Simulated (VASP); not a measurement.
Runs of VASP 6.6.1 on TiAl3. The structure is that of space group Pm-3m (No. 221), or close to it. The cells are those of the table. 

```csv
cell,k mesh,gap on the mesh (eV),pressure (GPa)
"a = 4.026 Å, 4 atoms",10 × 10 × 10,none,(b)
"a = 3.908 Å, 4 atoms",10 × 10 × 10,none,3.7
"a = 3.987 Å, 4 atoms",10 × 10 × 10,none,(a)
"a = 3.784 Å, 4 atoms",10 × 10 × 10,none,18.6
"a = 4.076 Å, 4 atoms",10 × 10 × 10,none,(c)
"a = 3.956 Å, 4 atoms",4 × 4 × 4,none,-0.4
"a = 3.869 Å, 4 atoms",10 × 10 × 10,none,7.7
"a = 3.826 Å, 4 atoms",10 × 10 × 10,none,12.9
```

Alike in all rows: task single point; level PBEsol; potentials or basis VASP PAW PBE potentials, release 64 (Ti_sv, Al); no spin polarisation; cutoff (eV) 520; smearing gaussian 0.1 eV.

**Question.** Estimate the missing entries.

**Answer.** (a) -3.0; (b) -5.8; (c) -8.8.

Caveats: some runs use coarse meshes; the PAW data sets were made with another functional, which shifts forces and pressure a little.

A gap of «none» marks levels without a gap at the run's occupations.
